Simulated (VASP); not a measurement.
Write the native input for VASP 6.6.1 that does the following.

```
Task                   : relaxation of shape and atoms at fixed volume
Functional             : PBEsol
Potentials or basis    : VASP PAW PBE potentials, release 64 (W_sv, C)
Cutoff                 : 600 eV
k mesh                 : 18 × 18 × 14
Occupations            : gaussian, width 0.1 eV
Spin                   : no spin polarisation
Dipole correction      : no
Further INCAR settings : ALGO = Normal; EDIFF = 1e-06; IBRION = 2; EDIFFG = -0.01; NSW = 50; ISIF = 4
```

The structure of WC lies in POSCAR:

```
WC
1.0
    2.9972154770      0.0000000000      0.0000000000
   -1.4986077385      2.5956647437      0.0000000000
    0.0000000000      0.0000000000      2.9088546872
W C
1 1
Direct
    0.0000000000      0.0000000000      0.0000000000
    0.6666666667      0.3333333333      0.5000000000
```

This cell differs from its parent crystal: volume scaled by 1.10.

These files were run (other wordings do the same):

INCAR

```
PREC     = Accurate       # precision mode
ENCUT    = 600            # plane-wave cutoff, eV
EDIFF    = 1E-6           # SCF threshold, eV
ISMEAR   = 0              # smearing method
SIGMA    = 0.1            # smearing width, eV
LREAL    = F              # projectors in reciprocal space
LASPH    = T              # aspherical terms in the spheres
NELM     = 60             # most SCF steps
ALGO     = Normal         # electronic algorithm
ISIF     = 4              # what is computed and relaxed
LWAVE    = F              # write WAVECAR
LCHARG   = F              # write CHGCAR
GGA      = PS             # functional
IBRION   = 2              # ionic algorithm
NSW      = 50             # ionic steps
EDIFFG   = -0.01          # ionic threshold
```

KPOINTS

```
Automatic mesh
0
Gamma
  18 18 14
```

Potentials or basis: VASP PAW PBE potentials, release 64 (W_sv, C).

Launch:

```sh
$ cat potpaw_PBE.64/W_sv/POTCAR potpaw_PBE.64/C/POTCAR > POTCAR
$ mpirun -np 1 vasp_std > vasp.out
```

Results of the run:

```
Energy gained by relaxing : 0.1 meV/atom
Ionic steps               : 3
Pressure after relaxing   : -30.8 GPa
Band gap on the k mesh    : zero (band 9 reaches 10.38 eV, above the bottom of band 10 at 9.24 eV)
```

Caveat: the PAW data sets were made with another functional, which shifts forces and pressure a little; spin-orbit coupling is left out, which moves the levels of the heavy elements.

It took 68 s on 1 thread of AMD EPYC 9R45 96-Core Processor (Zen 5) (shared host), peak memory 0.2 GiB.
